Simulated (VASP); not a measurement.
A run of VASP 6.6.1 is set up as follows.

INCAR

```
PREC = Accurate
ENCUT = 520
EDIFF = 1E-7
ISMEAR = 0
SIGMA = 0.1
LREAL = F
LASPH = T
NELM = 80
ALGO = Normal
ISIF = 2
LWAVE = F
LCHARG = F
GGA = PE
NBANDS = 31
```

Contents of KPOINTS:

```
regular mesh
0
Gamma
  6 6 4
```

The input POSCAR:

```
Hg3P2
1.0
    4.2059410342      0.0000000000      0.0000000000
   -2.1029705171      3.6424517824      0.0000000000
    0.0000000000      0.0000000000      7.4203978366
Hg P
3 2
Direct
    0.0000000000      0.0000000000      0.0000000000
    0.3333333333      0.6666666667      0.6327518043
    0.6666666667      0.3333333333      0.3672481957
    0.3333333333      0.6666666667      0.2182146664
    0.6666666667      0.3333333333      0.7817853336
```

Potentials or basis: VASP PAW PBE potentials, release 64 (Hg, P).

Run with:

```console
$ cat potpaw_PBE.64/Hg/POTCAR potpaw_PBE.64/P/POTCAR > POTCAR
$ mpirun -np 1 vasp_std > vasp.out
```

**Question.** Estimate the band gap on the k mesh.

**Answer.** Zero (band 23 reaches 3.94 eV, above the bottom of band 24 at 2.55 eV).

**Question.** What does it give for the pressure?

**Answer.** 0.1 GPa.

Forces in eV/Å, atoms in the order of the input:
```
Hg   0.000  0.000  0.000
Hg   0.000  0.000  0.043
Hg   0.000  0.000 -0.043
P    0.000  0.000  0.024
P    0.000  0.000 -0.024
```

Caveat: spin-orbit coupling is left out, which moves the levels of the heavy elements.
